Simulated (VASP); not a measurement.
Runs of VASP 6.6.1 on Cd2H. The structure is that of space group Fd-3m (No. 227), or close to it. The cells are those of the table. 

```tsv
task	cell	k mesh	cutoff (eV)	gap on the mesh (eV)	pressure (GPa)	relaxed volume (Å³/atom)
single point	a = 5.748 Å, angles 60.0°, 6 atoms	4 × 4 × 4	520	none	0.4	-
relaxation of cell and atoms	relaxed from a = 5.748 Å, angles 60.0°, 6 atoms	8 × 8 × 8	600	none	0.0	22.61
single point	a = 5.354 Å, angles 60.0°, 6 atoms	4 × 4 × 4	520	none	12.5	-
relaxation of cell and atoms	relaxed from a = 5.354 Å, angles 60.0°, 6 atoms	4 × 4 × 4	600	none	-0.2	(a)
single point	a = 5.752 Å, angles 60.0°, 6 atoms	8 × 8 × 8	520	none	(b)	-
```

Alike in all rows: level PBE; potentials or basis VASP PAW PBE potentials, release 64 (Cd, H); no spin polarisation; smearing gaussian 0.1 eV.

Question: Estimate the missing entries.

Answer: (a) 22.82; (b) 0.2.

Caveats: the volume moved by over 15 % at a fixed basis, so the end points are rough (some runs).

A k mesh can miss the band edges, and the runs leave out spin-orbit coupling on Cd.

A gap of «none» marks levels without a gap at the run's occupations.
